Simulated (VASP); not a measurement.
# BaF2 (Fm-3m) in VASP: G0W0 quasiparticle levels with PBE

Aim: the G0W0 quasiparticle levels of BaF2 with PBE.

Program: VASP 6.6.1. These are calculated values, not measurements. Logs are shortened: lines on timing, memory, paths and dates and some standing lists are left out, and cuts for length are marked.

## (1) The cell of the first run

It takes space group Fm-3m (No. 225, cubic). Conventional cell: a = 6.194 Å, b = 6.194 Å, c = 6.194 Å, α = 90.00°, β = 90.00°, γ = 90.00°. Ba (site symmetry m-3m) has 8 F at 2.68 Å within 3.5 Å. F (site symmetry -43m) has 4 Ba at 2.68 Å and 6 F at 3.10 Å within 3.5 Å.

## (2) G0W0 quasiparticle levels, PBE

POSCAR

```
BaF2
1.0
    0.0000000000      3.0971637718      3.0971637718
    3.0971637718      0.0000000000      3.0971637718
    3.0971637718      3.0971637718      0.0000000000
Ba F
1 2
Direct
    0.0000000000      0.0000000000      0.0000000000
    0.2500000000      0.2500000000      0.2500000000
    0.7500000000      0.7500000000      0.7500000000
```

INCAR.step1

```
ALGO     = Normal         # electronic algorithm
EDIFF    = 1E-8           # SCF threshold, eV
ENCUT    = 500            # plane-wave cutoff, eV
GGA      = PE             # functional
ISMEAR   = 0              # smearing method
LASPH    = T              # aspherical terms in the spheres
LCHARG   = F              # write CHGCAR
LREAL    = F              # projectors in reciprocal space
LWAVE    = T              # write WAVECAR
NELM     = 100            # most SCF steps
PREC     = Accurate       # precision mode
SIGMA    = 0.01           # smearing width, eV
```

INCAR.step2

```
ALGO     = Exact          # electronic algorithm
EDIFF    = 1E-8           # SCF threshold, eV
ENCUT    = 500            # plane-wave cutoff, eV
GGA      = PE             # functional
ISMEAR   = 0              # smearing method
ISTART   = 1            
LASPH    = T              # aspherical terms in the spheres
LCHARG   = F              # write CHGCAR
LOPTICS  = T              # frequency-dependent dielectric function
LREAL    = F              # projectors in reciprocal space
LWAVE    = T              # write WAVECAR
NBANDS   = 132            # bands
NELM     = 1              # most SCF steps
PREC     = Accurate       # precision mode
SIGMA    = 0.01           # smearing width, eV
```

INCAR.step3

```
ALGO     = EVGW0          # electronic algorithm
EDIFF    = 1E-8           # SCF threshold, eV
ENCUT    = 500            # plane-wave cutoff, eV
ENCUTGW  = 150.0          # cutoff of the response function
GGA      = PE             # functional
ISMEAR   = 0              # smearing method
ISTART   = 1            
LASPH    = T              # aspherical terms in the spheres
LCHARG   = F              # write CHGCAR
LREAL    = F              # projectors in reciprocal space
LWAVE    = F              # write WAVECAR
NBANDS   = 132            # bands
NBANDSGW = 20           
NELMGW   = 1            
NOMEGA   = 48             # frequency points
PREC     = Accurate       # precision mode
PRECFOCK = Fast         
SIGMA    = 0.01           # smearing width, eV
```

KPOINTS

```
k-points
0
Gamma
  4 4 4
```

Potentials or basis: VASP PAW PBE potentials, release 64 (Ba_sv_GW, F_GW).

The run is started by

```bash
$ cat potpaw_PBE.64/Ba_sv_GW/POTCAR potpaw_PBE.64/F_GW/POTCAR > POTCAR
$ cp INCAR.step1 INCAR
$ mpirun -np 1 vasp_std > vasp.out
$ cp INCAR.step2 INCAR
$ mpirun -np 1 vasp_std > vasp.out
$ cp INCAR.step3 INCAR
$ mpirun -np 1 vasp_std > vasp.out
```

OUTCAR:

```text
EDIFF = 1E-8
   ENCUT = 500
   ENCUTGW = 150.0
   GGA = PE
   ISMEAR = 0
   ISTART = 1
   LASPH = T
   LREAL = F
   NELMGW = 1
   PREC = Accurate
   PRECFOCK = Fast

 ion  position               nearest neighbor table
   1  0.000  0.000  0.000-
   2  0.250  0.250  0.250-
   3  0.750  0.750  0.750-

  LATTYP: Found a face centered cubic cell.
 ALAT       =     6.1943275436

  Lattice vectors:

 A1 = (   0.0000000000,   3.0971637718,   3.0971637718)
 A2 = (   3.0971637718,   0.0000000000,   3.0971637718)
 A3 = (   3.0971637718,   3.0971637718,   0.0000000000)

Analysis of symmetry for initial positions (statically):
=====================================================================
 Subroutine PRICEL returns:
 Original cell was already a primitive cell.

 Routine SETGRP: Setting up the symmetry group for a
 face centered cubic supercell.

 Subroutine GETGRP returns: Found 48 space group operations
 (whereof 48 operations were pure point group operations)
 out of a pool of 48 trial point group operations.

The static configuration has the point symmetry O_h .

Analysis of symmetry for dynamics (positions and initial velocities):
=====================================================================
 Subroutine PRICEL returns:
 Original cell was already a primitive cell.

 Routine SETGRP: Setting up the symmetry group for a
 face centered cubic supercell.

 Subroutine GETGRP returns: Found 48 space group operations
 (whereof 48 operations were pure point group operations)
 out of a pool of 48 trial point group operations.

The dynamic configuration has the point symmetry O_h .

 Subroutine INISYM returns: Found 48 space group operations
 (whereof 48 operations are pure point group operations),
 and found     1 'primitive' translations

----------------------------------------------------------------------------------------

                                     Primitive cell

  volume of cell :      59.4186

  direct lattice vectors                    reciprocal lattice vectors
     0.000000000  3.097163772  3.097163772    -0.161438024  0.161438024  0.161438024
     3.097163772  0.000000000  3.097163772     0.161438024 -0.161438024  0.161438024
     3.097163772  3.097163772  0.000000000     0.161438024  0.161438024 -0.161438024

  length of vectors
     4.380051011  4.380051011  4.380051011     0.279618860  0.279618860  0.279618860

  position of ions in fractional coordinates (direct lattice)
     0.000000000  0.000000000  0.000000000
     0.250000000  0.250000000  0.250000000
     0.750000000  0.750000000  0.750000000

  ion indices of the primitive-cell ions
   primitive index   ion index
                 1           1
                 2           2
                 3           3

----------------------------------------------------------------------------------------

 KPOINTS: k-points

Automatic generation of k-mesh.
 Grid dimensions read from file:
 generate k-points for:    4    4    4

 Generating k-lattice:

  Cartesian coordinates                     Fractional coordinates (reciprocal lattice)
    -0.040359506  0.040359506  0.040359506     0.250000000  0.000000000  0.000000000
     0.040359506 -0.040359506  0.040359506     0.000000000  0.250000000  0.000000000
     0.040359506  0.040359506 -0.040359506     0.000000000  0.000000000  0.250000000

  Length of vectors
     0.069904715  0.069904715  0.069904715

  Shift w.r.t. Gamma in fractional coordinates (k-lattice)
     0.000000000  0.000000000  0.000000000

 Subroutine IBZKPT returns following result:
 ===========================================

 Found      8 irreducible k-points:

 Following reciprocal coordinates:
            Coordinates               Weight
  0.000000  0.000000  0.000000      1.000000
  0.250000  0.000000  0.000000      8.000000
  0.500000  0.000000  0.000000      4.000000
  0.250000  0.250000  0.000000      6.000000
  0.500000  0.250000  0.000000     24.000000
 -0.250000  0.250000  0.000000     12.000000
  0.500000  0.500000  0.000000      3.000000
 -0.250000  0.500000  0.250000      6.000000
   k-points           NKPTS =      8   k-points in BZ     NKDIM =     64   number of bands    NBANDS=    132
   number of dos      NEDOS =    301   number of ions     NIONS =      3
   total plane-waves  NPLWV =  32768
   dimension x,y,z NGX =    32 NGY =   32 NGZ =   32
   dimension x,y,z NGXF=    64 NGYF=   64 NGZF=   64
   ions per type =               1   2
   NGX,Y,Z   is equivalent  to a cutoff of  12.15, 12.15, 12.15 a.u.
   NGXF,Y,Z  is equivalent  to a cutoff of  24.29, 24.29, 24.29 a.u.
 SYSTEM =  unknown system
   PREC   = accura    normal or accurate (medium, high low for compatibility)
   ISTART =      1    job   : 0-new  1-cont  2-samecut
   ICHARG =      0    charge: 1-file 2-atom 10-const
   ISPIN  =      1    spin polarized calculation?
   LNONCOLLINEAR =      F non collinear calculations
   LSORBIT =      F    spin-orbit coupling
   LASPH  =      T    aspherical Exc in radial PAW
   ENCUT  =  500.0 eV  36.75 Ry    6.06 a.u.   7.99  7.99  7.99*2*pi/ulx,y,z
   NELM   =     60;   NELMIN=  2; NELMDL=  0     # of ELM steps
   EDIFF  = 0.1E-07   stopping-criterion for ELM
   LREAL  =      F    real-space projection
   EDIFFG = 0.1E-06   stopping-criterion for IOM
   NSW    =      0    number of steps for IOM
   IBRION =     -1    ionic relax: 0-MD 1-quasi-New 2-CG
   NFREE  =      0    steps in history (QN), initial steepest desc. (CG)
   ISIF   =      0    stress and relaxation
   ISYM   =      3    0-nonsym 1-usesym 2-fastsym
   POTIM  = 0.5000    time-step for ionic-motion
   TEBEG  =    0.0;   TEEND  =   0.0 temperature during run
   PSTRESS=    0.0 pullay stress
   NELECT =      24.0000    total number of electrons
   NUPDOWN=      -1.0000    fix difference up-down
   EMIN   =  10.00;   EMAX   =-10.00  energy-range for DOS
   EFERMI =   0.00;   METHOD = LEGACY
   ISMEAR =     0;   SIGMA  =   0.01  broadening in eV -4-tet -1-fermi 0-gaus
   EFERMI_NEDOS =   21; number of points for ismear=-14 and -15
   IALGO  =     38    algorithm
   IMIX   =      4    mixing-type and parameters
     AMIX     =   0.40;   BMIX     =  1.00
     AMIX_MAG =   1.60;   BMIX_MAG =  1.00
  volume/ion in A,a.u.               =      19.81       133.66
  Fermi-wavevector in a.u.,A,eV,Ry     =   1.210146  2.286844 19.925095  1.464453
  Thomas-Fermi vector in A             =   2.345702
   LORBIT       =      0    0 simple, 1 ext, 2 COOP (PROOUT), +10 PAW based schemes
   GGA     = PE    functional components
   LHFCALC =     T    Hartree Fock is set to
   PRECFOCK=fast      Normal, Fast or Accurate (Low or Medium for compatibility)
   ENCUT4O =  -1.0   cutoff for four orbital integrals eV
   NKREDX  =     1    reduce k-point grid by
   NKREDY  =     1    reduce k-point grid by
   NKREDZ  =     1    reduce k-point grid by
   AEXX    =    1.0000 exact exchange contribution
   HFSCREEN=    0.0000 screening length (either q_TF or 0.3 A-1)
   HFSCREENC=   0.0000 screening length for correlation (either q_TF or 0.3 A-1)
   ENCUTFOCK=  -1.0 apply spherical cutoff to Coloumb kernel
   IVDW    =     0    specifies the selected vdW correction
   LEPSILON=     F    determine dielectric tensor
   LRPA    =     F    only Hartree local field effects (RPA)
   LRPAFORCE           =     F    calculate RPA forces
   ENCUTGW             = 150.0    cutoff for response function in eV
   ENCUTGWSOFT         = 120.0    soft cutoff for Coulomb kernel in GW response function in eV
   ENCUTLF             =  -1.0    cutoff for local field effects
   NELMGW              =     1    number of iterations in solving QP/BSE equation
   NELMHF              =     1    number of iterations in the inner HF iteration
   NKREDLFX            =     1    NKREDLFY  =   1   NKREDLFZ  =   1
 non-spin polarized calculation
 Gauss-broadening in eV      SIGMA  =   0.01
  energy-cutoff  :      500.00
  volume of cell :       59.42
 maximum number of plane-waves:      1540
  NGX = 18; NGY = 18; NGZ = 18
   NGX = 15   NGY = 15   NGZ = 15
 maximum number of plane-waves:       259
 NGX is ok and might be reduce to    18

 QP shifts <psi_nk| G(iteration)W_0 |psi_nk>: iteration 1
 for sc-GW calculations column KS-energies equals QP-energies in previous step
 and V_xc(KS)=  KS-energies - (<T + V_ion + V_H > + <T+V_H+V_ion>^1  + <V_x>^1)

 k-point   1 :       0.0000    0.0000    0.0000
  band No.  KS-energies  QP-energies   sigma(KS)   V_xc(KS)     V^pw_x(r,r')   Z            occupation Imag(sigma)

      1     -23.0132     -24.5966     -17.7891     -15.4714     -25.2571       0.6832       2.0000       1.1462
      2     -18.9692     -22.2248     -27.9299     -23.2283     -37.2832       0.6924       2.0000       0.7269
      3     -18.9018     -22.0170     -27.0708     -22.6107     -36.1260       0.6985       2.0000       0.7540
      4      -7.8445     -10.1752     -16.8964     -14.0798     -19.3058       0.8275       2.0000       0.0994
      5      -7.8445     -10.1752     -16.8964     -14.0798     -19.3058       0.8275       2.0000       0.0994
      6      -7.8445     -10.1752     -16.8964     -14.0798     -19.3058       0.8275       2.0000       0.0994
[... 12 lines left out ...]
     19      12.5622      17.1913      -7.5725     -13.1578      -2.7620       0.8288       0.0000      -0.1131
     20      12.5622      17.1913      -7.5725     -13.1578      -2.7620       0.8288       0.0000      -0.1131

 k-point   2 :       0.2500    0.0000    0.0000
  band No.  KS-energies  QP-energies   sigma(KS)   V_xc(KS)     V^pw_x(r,r')   Z            occupation Imag(sigma)

      1     -22.9064     -24.4658     -17.6530     -15.3965     -25.0082       0.6910       2.0000       1.1315
      2     -19.0590     -22.2507     -27.4534     -22.8415     -36.7196       0.6921       2.0000       0.7472
      3     -18.9995     -22.2020     -27.5265     -22.9166     -36.7739       0.6947       2.0000       0.7440
      4      -7.9381     -10.2743     -16.9496     -14.1081     -19.4584       0.8222       2.0000       0.1113
      5      -7.9280     -10.2624     -16.8952     -14.0600     -19.3765       0.8234       2.0000       0.1098
      6      -7.9280     -10.2624     -16.8952     -14.0600     -19.3765       0.8234       2.0000       0.1098
[... 12 lines left out ...]
     19      12.0971      15.8001      -7.1922     -11.5858      -2.7247       0.8428       0.0000      -0.1046
     20      12.8664      18.1760      -7.5143     -13.9342      -2.3856       0.8271       0.0000      -0.1142
[... 102 lines left out ...]
      3     -19.0941     -22.3331     -27.7391     -23.0405     -37.1038       0.6893       2.0000       0.7452
      4      -8.2454     -10.6186     -16.8354     -13.9325     -19.5557       0.8175       2.0000       0.1505
      5      -8.2454     -10.6186     -16.8354     -13.9325     -19.5557       0.8175       2.0000       0.1505
      6      -7.6842     -10.0029     -17.1495     -14.3615     -19.5047       0.8316       2.0000       0.0851
[... 12 lines left out ...]
     19      12.3695      16.9052      -7.5282     -12.9832      -2.7549       0.8315       0.0000      -0.1094
     20      12.3695      16.9052      -7.5282     -12.9832      -2.7549       0.8315       0.0000      -0.1094

 k-point   8 :      -0.2500    0.5000    0.2500
  band No.  KS-energies  QP-energies   sigma(KS)   V_xc(KS)     V^pw_x(r,r')   Z            occupation Imag(sigma)

      1     -22.7114     -24.1984     -17.3402     -15.2169     -24.4644       0.7003       2.0000       1.1048
      2     -19.1928     -22.3868     -27.5160     -22.8417     -36.8842       0.6833       2.0000       0.7550
      3     -19.1928     -22.3868     -27.5160     -22.8417     -36.8842       0.6833       2.0000       0.7550
      4      -8.2622     -10.6410     -16.8145     -13.9062     -19.5495       0.8180       2.0000       0.1535
      5      -7.9639     -10.3040     -17.0094     -14.1621     -19.5568       0.8219       2.0000       0.1158
      6      -7.9639     -10.3040     -17.0094     -14.1621     -19.5568       0.8219       2.0000       0.1158
[... 12 lines left out ...]
     19      12.4576      17.2435      -7.6200     -13.3815      -2.7373       0.8307       0.0000      -0.1089
     20      12.9256      18.1009      -7.6471     -13.9055      -2.5578       0.8269       0.0000      -0.1160
```

Run time: 14 min. Hardware: 1 thread of AMD EPYC 7R13, shared host; peak memory 0.58 GiB.

Results:

```
Band gap on the k mesh, mean-field level : 6.84 eV, indirect (least direct gap 6.94 eV)
Quasiparticle gap                        : 9.45 eV
Least direct quasiparticle gap           : 9.57 eV
```

Levels at points of the mesh, in eV from the valence-band top:
```tsv
k point	band 9	band 10	band 11	band 12	band 13	band 14	band 15	band 16
(0.00, 0.00, 0.00)	-1.48	-0.10	-0.10	-0.10	6.84	9.28	9.28	11.49
(0.50, 0.00, 0.00)	-0.66	-0.36	-0.17	-0.17	9.20	9.27	9.27	9.56
(0.50, 0.50, 0.00)	-0.35	-0.32	-0.32	-0.17	7.32	9.10	10.78	12.06
```

Caveat: the k points lie up to 0.44 Å⁻¹ apart; bands, screening cutoff and mesh are small and nothing is extrapolated, so the quasiparticle values aren't converged; spin-orbit coupling is left out, which moves the levels of the heavy elements.
